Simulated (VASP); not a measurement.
Ni:

```
Ni
1.0
     0.00000    1.72321    1.72321
     1.72321    0.00000    1.72321
     1.72321    1.72321    0.00000
Ni
1
Direct
  0.00000 0.00000 0.00000
```

Base run:

* Program: VASP 6.6.1
* Functional: PBE
* Potentials or basis: VASP PAW PBE potentials, release 64 (Ni)
* Cutoff: 520 eV
* k mesh: 24 × 24 × 24
* Occupations: gaussian, width 0.15 eV
* Spin: collinear spin, ferromagnetic start
* Starting moments: [0.25] μB
* Fixed moment: 0.25 μB

Its results: pressure 13.2 GPa; site moments Ni +0.25 μB.

Question: The run is repeated on the same cell with these changes: fixed moment from 0.25 μB to 0.75 μB; moments at the start from [0.25] to [0.75]. What comes out?

Answer: Pressure 15.3 GPa; site moments Ni +0.75 μB.

Caveats: the total moment is fixed, so each spin has its own Fermi level.
